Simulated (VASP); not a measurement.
# Fe (P6/mmm) in VASP: notebook, part 2 of 2

VASP 6.6.1. The steps go on from the part before.

### Step 3. Single point, PBEsol (8.82 Å³/atom)

This run uses another cell than the first one, of 8.82 Å³/atom.

Contents of INCAR:

```
SYSTEM = Fe
PREC = Accurate
ENCUT = 520
EDIFF = 1E-6
ISMEAR = -1
SIGMA = 0.1
LREAL = .False.
LASPH = .True.
NELM = 80
ALGO = Normal
ISIF = 2
LWAVE = .False.
LCHARG = .True.
GGA = PS
LELF = .True.
LVHAR = .True.
NBANDS = 19
```

Contents of KPOINTS:

```
Automatic mesh
0
Gamma
  11 11 15
  0 0 0
```

Contents of POSCAR:

```
Fe
1.0
    3.6505783541      0.0000000000      0.0000000000
   -1.8252891770      3.1614935931      0.0000000000
    0.0000000000      0.0000000000      2.2931724988
Fe
3
Direct
    1.0000000000      1.0000000000      0.0000000000
    0.3333333333      0.6666666667      0.5000000000
    0.6666666667      0.3333333333      0.5000000000
```

Potentials or basis: VASP PAW PBE potentials, release 64 (Fe).

On the command line:

```
$ cat potpaw_PBE.64/Fe/POTCAR > POTCAR
$ mpirun -np 1 vasp_std > vasp.out
```

OUTCAR:

```text
SYSTEM = Fe
   PREC = Accurate
   ENCUT = 520
   EDIFF = 1E-6
   ISMEAR = -1
   LREAL = .False.
   LASPH = .True.
   NELM = 80
   ISIF = 2
   GGA = PS

 ion  position               nearest neighbor table
   1  0.000  0.000  0.000-   2 2.40   3 2.40   2 2.40   3 2.40   2 2.40   2 2.40   3 2.40   3 2.40
                             3 2.40   3 2.40   2 2.40   2 2.40
   2  0.333  0.667  0.500-   3 2.11   3 2.11   3 2.11   1 2.40   1 2.40   1 2.40   1 2.40   1 2.40
                             1 2.40   3 3.11   3 3.11   3 3.11   3 3.11   3 3.11   3 3.11
   3  0.667  0.333  0.500-   2 2.11   2 2.11   2 2.11   1 2.40   1 2.40   1 2.40   1 2.40   1 2.40
                             1 2.40   2 3.11   2 3.11   2 3.11   2 3.11   2 3.11   2 3.11

  LATTYP: Found a hexagonal cell.
 ALAT       =     3.6505783541
 C/A-ratio  =     0.6281669030

  Lattice vectors:

 A1 = (   3.6505783541,   0.0000000000,   0.0000000000)
 A2 = (  -1.8252891770,   3.1614935931,   0.0000000000)
 A3 = (   0.0000000000,   0.0000000000,   2.2931724988)

Analysis of symmetry for initial positions (statically):
=====================================================================
 Subroutine PRICEL returns:
 Original cell was already a primitive cell.

 Routine SETGRP: Setting up the symmetry group for a
 hexagonal supercell.

 Subroutine GETGRP returns: Found 24 space group operations
 (whereof 24 operations were pure point group operations)
 out of a pool of 24 trial point group operations.

The static configuration has the point symmetry D_6h.

Analysis of symmetry for dynamics (positions and initial velocities):
=====================================================================
 Subroutine PRICEL returns:
 Original cell was already a primitive cell.

 Routine SETGRP: Setting up the symmetry group for a
 hexagonal supercell.

 Subroutine GETGRP returns: Found 24 space group operations
 (whereof 24 operations were pure point group operations)
[... 120 lines left out ...]
   EFERMI_NEDOS =   21; number of points for ismear=-14 and -15
   IALGO  =     38    algorithm
   IMIX   =      4    mixing-type and parameters
     AMIX     =   0.40;   BMIX     =  1.00
     AMIX_MAG =   1.60;   BMIX_MAG =  1.00
  volume/ion in A,a.u.               =       8.82        59.53
  Fermi-wavevector in a.u.,A,eV,Ry     =   1.584583  2.994428 34.162916  2.510903
  Thomas-Fermi vector in A             =   2.684179
   LORBIT       =      0    0 simple, 1 ext, 2 COOP (PROOUT), +10 PAW based schemes
   GGA     = PS    functional components
   LHFCALC =     F    Hartree Fock is set to
   AEXX    =    0.0000 exact exchange contribution
   IVDW    =     0    specifies the selected vdW correction
   LEPSILON=     F    determine dielectric tensor
   LRPA    =     F    only Hartree local field effects (RPA)
 non-spin polarized calculation
  energy-cutoff  :      520.00
  volume of cell :       26.47
 maximum number of plane-waves:       734
 NGX is ok and might be reduce to    28
   NGX = 13   NGY = 13   NGZ =  9

 number of electron      23.9999991 magnetization

 Free energy of the ion-electron system (eV)
  ---------------------------------------------------
  ext. energy  EPLUGINS =         0.00000000
  ---------------------------------------------------
  free energy    TOTEN  =       -25.83933885 eV

  energy without entropy =      -25.69664318  energy(sigma->0) =      -25.76799102

 E-fermi :   8.6862     XC(G=0): -14.8019

 val. band max:        8.6857108698   @ k =   0.2727   0.1818   0.4667
 cond. band min:       8.6895733391   @ k =   0.1818   0.0909   0.0667
 fundamental gap:      0.0038624693
 Fermi energy:         8.6862029449

 k-point     1 :       0.0000    0.0000    0.0000
  band No.  band energies     occupation
      1      -1.2744      2.00000
      2       3.1280      2.00000
      3       5.1786      2.00000
      4       5.1786      2.00000
      5       5.1937      2.00000
      6       5.1937      2.00000
[... 505 lines left out ...]
      6       5.8886      2.00000
[... 11 lines left out ...]
     18      13.5736      0.00000
     19      19.9366      0.00000

 [... further k-points ...]

------------------------ aborting loop because EDIFF is reached ----------------------------------------

  FORCE on cell =-STRESS in cart. coord.  units (eV):
  Direction    XX          YY          ZZ          XY          YZ          ZX
  --------------------------------------------------------------------------------------
  -------------------------------------------------------------------------------------
  Total        8.7811655      8.7811655      7.9758938      0.0000000      0.0000000      0.0000000
  in kB      531.5841680    531.5841680    482.8355511      0.0000000      0.0000000      0.0000000
  external PRESSURE =     515.3346290 kB  Pullay stress =       0.0000000 kB

 VOLUME and BASIS-vectors are now :
 -----------------------------------------------------------------------------
  energy-cutoff  :      520.00
  volume of cell :       26.47
      direct lattice vectors                 reciprocal lattice vectors
     3.650578354  0.000000000  0.000000000     0.273929198  0.158153096  0.000000000
    -1.825289177  3.161493593  0.000000000     0.000000000  0.316306192  0.000000000
     0.000000000  0.000000000  2.293172499     0.000000000  0.000000000  0.436077094

 POSITION                                       TOTAL-FORCE (eV/Angst)
 -----------------------------------------------------------------------------------
      0.00000      0.00000      0.00000        -0.000000      0.000000      0.000000
     -0.00000      2.10766      1.14659         0.000000      0.000000      0.000000
      1.82529      1.05383      1.14659        -0.000000      0.000000      0.000000
 -----------------------------------------------------------------------------------
    total drift:                               -0.000000      0.000000     -0.000000

  FREE ENERGIE OF THE ION-ELECTRON SYSTEM (eV)
  ---------------------------------------------------
  free  energy   TOTEN  =       -25.8393388542 eV

  energy  without entropy=      -25.6966431810  energy(sigma->0) =      -25.76799102
```

stdout:

```text
POSCAR found type information on POSCAR Fe
 POSCAR found :  1 types and       3 ions
 scaLAPACK will be used
 -----------------------------------------------------------------------------
|                                                                             |
|                                                                             |
|     You enforced a specific xc type in the INCAR file but a different       |
|     I HOPE YOU KNOW WHAT YOU ARE DOING!                                     |
|                                                                             |
 -----------------------------------------------------------------------------

 LDA part: xc-table for (Slater+PW92), standard interpolation
 POSCAR, INCAR and KPOINTS ok, starting setup
 FFT: planning ... GRIDC
 FFT: planning ... GRID_SOFT
 FFT: planning ... GRID
 WAVECAR not read
 entering main loop
```

Run time: 62 s. Hardware: 1 thread of Intel Xeon 8259CL, shared host; peak memory 0.18 GiB.

Results:

```yaml
Free_energy: -25.8393 eV
Pressure: 51.5 GPa
Band_gap_on_the_k_mesh: zero (bands 12 and 13 overlap by 1.82 eV)
```

Levels at points of the mesh, in eV from the Fermi level:
```tsv
k point	band 10	band 11	band 12	band 13	band 14	band 15
(0.00, 0.00, 0.00)	-1.70	-1.12	-1.12	-1.02	-1.02	1.22
```

Caveat: the cell stands under pressure; the PAW data sets were made with another functional, which shifts forces and pressure a little; the run has no spin polarisation, though such a crystal can be magnetic. Spin polarisation is off, so any magnetic state and its effect on volume and gap are missing.

### Step 4. Single point, PBEsol (9.22 Å³/atom)

This run uses another cell than the first one, of 9.22 Å³/atom.

Contents of INCAR:

```
SYSTEM = Fe
PREC = Accurate ; ENCUT = 520
EDIFF = 1E-7 ; ISMEAR = -1
SIGMA = 0.1 ; LREAL = .FALSE.
LASPH = .TRUE. ; NELM = 80
ALGO = Normal ; ISIF = 2
LWAVE = .FALSE. ; LCHARG = .FALSE.
GGA = PS ; NBANDS = 19
```

Contents of KPOINTS:

```
Automatic mesh
0
G
  11 11 15
  0 0 0
```

Contents of POSCAR:

```
Fe
1.0
    3.7050726322      0.0000000000      0.0000000000
   -1.8525363161      3.2086870224      0.0000000000
    0.0000000000      0.0000000000      2.3274040008
Fe
3
Direct
    1.0000000000      1.0000000000      0.0000000000
    0.3333333333      0.6666666667      0.5000000000
    0.6666666667      0.3333333333      0.5000000000
```

Potentials or basis: VASP PAW PBE potentials, release 64 (Fe).

On the command line:

```
$ cat potpaw_PBE.64/Fe/POTCAR > POTCAR
$ mpirun -np 1 vasp_std > vasp.out
```

OUTCAR:

```text
SYSTEM = Fe
   PREC = Accurate
   ENCUT = 520
   EDIFF = 1E-7
   ISMEAR = -1
   LREAL = .FALSE.
   LASPH = .TRUE.
   NELM = 80
   ISIF = 2
   GGA = PS

 ion  position               nearest neighbor table
   1  0.000  0.000  0.000-   2 2.44   3 2.44   2 2.44   3 2.44   3 2.44   3 2.44   2 2.44   2 2.44
                             3 2.44   3 2.44   2 2.44   2 2.44
   2  0.333  0.667  0.500-   3 2.14   3 2.14   3 2.14   1 2.44   1 2.44   1 2.44   1 2.44   1 2.44
                             1 2.44
   3  0.667  0.333  0.500-   2 2.14   2 2.14   2 2.14   1 2.44   1 2.44   1 2.44   1 2.44   1 2.44
                             1 2.44

  LATTYP: Found a hexagonal cell.
 ALAT       =     3.7050726322
 C/A-ratio  =     0.6281669030

  Lattice vectors:

 A1 = (   3.7050726322,   0.0000000000,   0.0000000000)
 A2 = (  -1.8525363161,   3.2086870224,   0.0000000000)
 A3 = (   0.0000000000,   0.0000000000,   2.3274040008)

Analysis of symmetry for initial positions (statically):
=====================================================================
 Subroutine PRICEL returns:
 Original cell was already a primitive cell.

 Routine SETGRP: Setting up the symmetry group for a
 hexagonal supercell.

[... 169 lines left out ...]

 val. band max:        8.0990576245   @ k =   0.1818   0.1818   0.3333
 cond. band min:       8.1013156687   @ k =   0.2727   0.0909   0.0000
 fundamental gap:      0.0022580442
 Fermi energy:         8.1008799037

 k-point     1 :       0.0000    0.0000    0.0000
  band No.  band energies     occupation
      1      -1.5859      2.00000
      2       2.8830      2.00000
      3       4.7793      2.00000
      4       4.7793      2.00000
      5       4.7999      2.00000
      6       4.7999      2.00000
[... 505 lines left out ...]
      6       5.4549      2.00000
[... 11 lines left out ...]
     18      12.7535      0.00000
     19      18.8635      0.00000

 [... further k-points ...]

------------------------ aborting loop because EDIFF is reached ----------------------------------------

  FORCE on cell =-STRESS in cart. coord.  units (eV):
  Direction    XX          YY          ZZ          XY          YZ          ZX
  --------------------------------------------------------------------------------------
  -------------------------------------------------------------------------------------
  Total        5.3716358      5.3716358      4.8446156      0.0000000      0.0000000      0.0000000
  in kB      311.0436111    311.0436111    280.5266008      0.0000000      0.0000000      0.0000000
  external PRESSURE =     300.8712743 kB  Pullay stress =       0.0000000 kB

 VOLUME and BASIS-vectors are now :
 -----------------------------------------------------------------------------
  energy-cutoff  :      520.00
  volume of cell :       27.67
      direct lattice vectors                 reciprocal lattice vectors
     3.705072632  0.000000000  0.000000000     0.269900242  0.155826977  0.000000000
    -1.852536316  3.208687022  0.000000000     0.000000000  0.311653955  0.000000000
     0.000000000  0.000000000  2.327404001     0.000000000  0.000000000  0.429663264

 POSITION                                       TOTAL-FORCE (eV/Angst)
 -----------------------------------------------------------------------------------
      0.00000      0.00000      0.00000        -0.000000     -0.000000      0.000000
     -0.00000      2.13912      1.16370        -0.000000      0.000000      0.000000
      1.85254      1.06956      1.16370         0.000000     -0.000000     -0.000000
 -----------------------------------------------------------------------------------
    total drift:                               -0.000000      0.000000     -0.000000

  FREE ENERGIE OF THE ION-ELECTRON SYSTEM (eV)
  ---------------------------------------------------
  free  energy   TOTEN  =       -26.1425267968 eV

  energy  without entropy=      -25.9907295621  energy(sigma->0) =      -26.06662818
```

It took 2 min on 1 thread of Intel Xeon 8259CL, shared host; peak memory 0.18 GiB.

Results:

```yaml
Free_energy: -26.1425 eV
Pressure: 30.1 GPa
Band_gap_on_the_k_mesh: zero (bands 12 and 13 overlap by 1.70 eV)
```

Stress tensor (GPa, compression positive):
```
31.10  0.00  0.00
 0.00 31.10  0.00
 0.00  0.00 28.05
```

Levels at points of the mesh, in eV from the Fermi level:
| k point | band 10 | band 11 | band 12 | band 13 | band 14 | band 15 |
| --- | --- | --- | --- | --- | --- | --- |
| (0.00, 0.00, 0.00) | -1.59 | -1.04 | -1.04 | -0.95 | -0.95 | 1.14 |

Caveat: the cell stands under pressure; the PAW data sets were made with another functional, which shifts forces and pressure a little; the run has no spin polarisation, though such a crystal can be magnetic.

### Step 5. The runs side by side

```csv
cell,k mesh,gap on the mesh (eV),pressure (GPa)
"a = 3.809, b = 3.809, c = 2.393 Å, angles 90.0, 90.0, 120.0°, 3 atoms",9 × 9 × 13,none,-0.3
"a = 3.651, b = 3.651, c = 2.293 Å, angles 90.0, 90.0, 120.0°, 3 atoms",11 × 11 × 15,none,51.5
"a = 3.705, b = 3.705, c = 2.327 Å, angles 90.0, 90.0, 120.0°, 3 atoms",11 × 11 × 15,none,30.1
```

Alike in all rows: task single point; level PBEsol; potentials or basis VASP PAW PBE potentials, release 64 (Fe); no spin polarisation; cutoff (eV) 520; smearing fermi-dirac 0.1 eV.

Caveats: the PAW data sets were made with another functional, which shifts forces and pressure a little; the run has no spin polarisation, though such a crystal can be magnetic; the cell stands under pressure (at least some runs).

Absolute energies hang on the potentials; compare differences alone.
